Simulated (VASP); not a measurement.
Write the native input for VASP 6.6.1 that does the following.

* Task: relaxation of cell and atoms
* Functional: r2SCAN
* Potentials or basis: VASP PAW PBE potentials, release 64 (Na_pv)
* Cutoff: 600 eV
* k mesh: 8 × 8 × 8
* Occupations: fermi-dirac, width 0.02 eV
* Spin: no spin polarisation
* Dipole correction: no
* Further INCAR settings: ALGO = Normal; EDIFF = 1e-06; IBRION = 2; EDIFFG = -0.005; NSW = 80; ISIF = 3

The system is Na.

```
Na
1.0
    -2.09737    2.09737    2.09737
     2.09737   -2.09737    2.09737
     2.09737    2.09737   -2.09737
Na
1
Direct
  0.00000 0.00000 0.00000
```

These files were run (other wordings do the same):

POSCAR

```
Na
1.0
   -2.0973665207      2.0973665207      2.0973665207
    2.0973665207     -2.0973665207      2.0973665207
    2.0973665207      2.0973665207     -2.0973665207
Na
1
Direct
    0.0000000000      0.0000000000      0.0000000000
```

INCAR.step1

```
  PREC = Accurate
  ENCUT = 600
  ISMEAR = -1
  SIGMA = 0.02
  LREAL = F
  LASPH = T
  NELM = 80
  GGA = PE
  ALGO = Normal
  EDIFF = 1E-4
  LWAVE = T
  LCHARG = F
```

INCAR.step2

```
  PREC = Accurate
  ENCUT = 600
  EDIFF = 1E-6
  ISMEAR = -1
  SIGMA = 0.02
  LREAL = F
  LASPH = T
  NELM = 80
  ALGO = Normal
  ISIF = 3
  LWAVE = F
  LCHARG = F
  METAGGA = R2SCAN
  LMIXTAU = T
  IBRION = 2
  NSW = 80
  EDIFFG = -0.005
  ISTART = 1
```

KPOINTS

```
Automatic mesh
0
Gamma
  8 8 8
```

Potentials or basis: VASP PAW PBE potentials, release 64 (Na_pv).

The run is started by

```bash
$ cat potpaw_PBE.64/Na_pv/POTCAR > POTCAR
$ cp INCAR.step1 INCAR
$ mpirun -np 1 vasp_std > vasp.out
$ cp INCAR.step2 INCAR
$ mpirun -np 1 vasp_std > vasp.out
```

Results of the run:

```yaml
Relaxed_volume: 38.29 Å³/atom
Relaxed_cell: a = 3.678 Å, b = 3.678 Å, c = 3.678 Å, α = 109.47°, β = 109.47°, γ = 109.47°
Space_group_after_relaxing_to_0.05_Å: Im-3m (No. 229)
Energy_gained_by_relaxing: 0.2 meV/atom
Ionic_steps: 5
Pressure_after_relaxing: 0.0 GPa
```

Caveat: the PAW data sets were made with another functional, which shifts forces and pressure a little.

Run time: 2.2 min on 1 thread of Intel(R) Xeon(R) Platinum 8259CL CPU @ 2.50GHz (Skylake/Cascade Lake), on a shared host, peak memory 0.17 GiB.
